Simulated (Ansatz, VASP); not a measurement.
**Bi: VASP beside Ansatz**

The input INCAR:

```
SYSTEM = Bi
ALGO = Normal ; DIPOL = 0.5 0.5 0.500
EDIFF = 1E-6 ; ENCUT = 520
GGA = PE ; IDIPOL = 3
ISIF = 2 ; ISMEAR = 0
LASPH = .TRUE. ; LCHARG = .TRUE.
LDIPOL = .TRUE. ; LELF = .TRUE.
LREAL = .FALSE. ; LVACPOTAV = .TRUE.
LVHAR = .TRUE. ; LWAVE = .FALSE.
NBANDS = 22 ; NELM = 60
PREC = Accurate ; SIGMA = 0.02
```

File KPOINTS:

```
k-points
0
G
  9 9 1
  0 0 0
```

Contents of POSCAR:

```
Bi
1.0
    4.1400000000      0.0000000000      0.0000000000
   -2.0700000000      3.5853451717      0.0000000000
    0.0000000000      0.0000000000     28.0000000000
Bi
2
Direct
    0.3333333333      0.6666666667      0.5396071429
    0.6666666667      0.3333333333      0.4603928571
```

Input for Ansatz:

```yaml
crystal:
  lattice:
    - [4.14, 0.0, 0.0]
    - [-2.07, 3.5853451717, 0.0]
    - [0.0, 0.0, 28.0]
  atoms:
    - { symbol: Bi, position: [0.3333333333, 0.6666666667, 0.5396071429] }
    - { symbol: Bi, position: [0.6666666667, 0.3333333333, 0.4603928571] }
  periodic: [true, true, false]
basis:
  ecutwfc: 420
kpoints:
  mp_grid: { grid: [9, 9, 1] }
hamiltonian:
  xc: pbe
scf:
  occupations: { method: gaussian, width: 0.02 }
output:
  forces: true
  stress: true
  eigenvalues: true
  write_density: true
  write_potential: true
  elf: true
  volumetric_format: npy
```

Alike in both runs: task single point; functional PBE; k mesh 9 × 9 × 1; occupations gaussian, width 0.02 eV; no spin polarisation.

|  | VASP | Ansatz |
| --- | --- | --- |
| version | VASP 6.6.1 | Ansatz 0.2.0 |
| potentials or method | VASP PAW PBE potentials, release 64 (Bi_d), cutoff 520 eV | scalar-relativistic, plane waves, PAW |
| valence electrons in the cell | 30 | 30 |

VASP gave:

```
rms of the force components (eV/Å)         : 1.038
work function, face that differs most (eV) : 3.55
```

Question: Estimate Ansatz's values.

Answer: rms of the force components (eV/Å): 1.041; work function, face that differs most (eV): 3.49.

Atom by atom the forces differ by 0.003 eV/Å (rms over components). Ansatz's warnings: xc potential rough in thin density.

Spin-orbit coupling is off throughout.
